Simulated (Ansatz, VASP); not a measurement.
## LiCl: VASP beside Ansatz

```xyz
2
Lattice="0.0000 2.5481 2.5481 2.5481 0.0000 2.5481 2.5481 2.5481 0.0000" Properties=species:S:1:pos:R:3 pbc="T T T"
Li    0.0000    0.0000    0.0000
Cl    2.5481    2.5481    2.5481
```

Alike in both runs: task single point; functional PBE; k mesh 8 × 8 × 8; occupations gaussian, width 0.02 eV; no spin polarisation.

|  | VASP | Ansatz |
| --- | --- | --- |
| version | VASP 6.6.1 | Ansatz 0.2.0 |
| potentials or method | VASP PAW PBE potentials, release 64 (Li_sv, Cl), cutoff 520 eV | scalar-relativistic, plane waves, PAW |
| valence electrons in the cell | 10 | 10 |

|  | VASP | Ansatz | Ansatz less VASP |
| --- | --- | --- | --- |
| gap on the k mesh at the Fermi level (eV) | 6.45 | 6.44 | -0.013 |
| least direct gap on the mesh (eV) | 6.45 | 6.44 | -0.013 |

Noted on VASP's run: the cutoff is short for stress, so the pressure is rough.
